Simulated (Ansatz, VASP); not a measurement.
**One calculation of Tl2S, two programs**

```
Tl S
1.0
     5.59607    0.00000    0.00000
    -2.79804    4.84634    0.00000
     0.00000    0.00000   23.80000
Tl S
2 1
Direct
  0.33333 0.66667 0.29412
  0.66667 0.33333 0.29412
  0.00000 0.00000 0.29412
```

Alike in both runs: functional PBE; k mesh 3 × 3 × 1; occupations gaussian, width 0.1 eV; no spin polarisation.

Ansatz relaxed the structure, and its values are those at the end. VASP's run is a single point on that final structure, the one shown.

```csv
,VASP,Ansatz
version,VASP 6.6.1,Ansatz 0.2.0
potentials or method,"VASP PAW PBE potentials, release 64 (Tl_d, S), cutoff 520 eV","scalar-relativistic, plane waves, PAW"
valence electrons in the cell,32,32
```

```tsv
	VASP	Ansatz	Ansatz less VASP
gap on the k mesh at the Fermi level (eV)	1.05	1.05	-0.003
least direct gap on the mesh (eV)	1.05	1.05	-0.003
```

With one functional, cell and mesh, what is left measures potentials, basis and numerics. Ansatz's warnings: slab cell height set.

The k mesh is coarse, so the values compare programs but aren't converged. Spin-orbit coupling is off throughout.
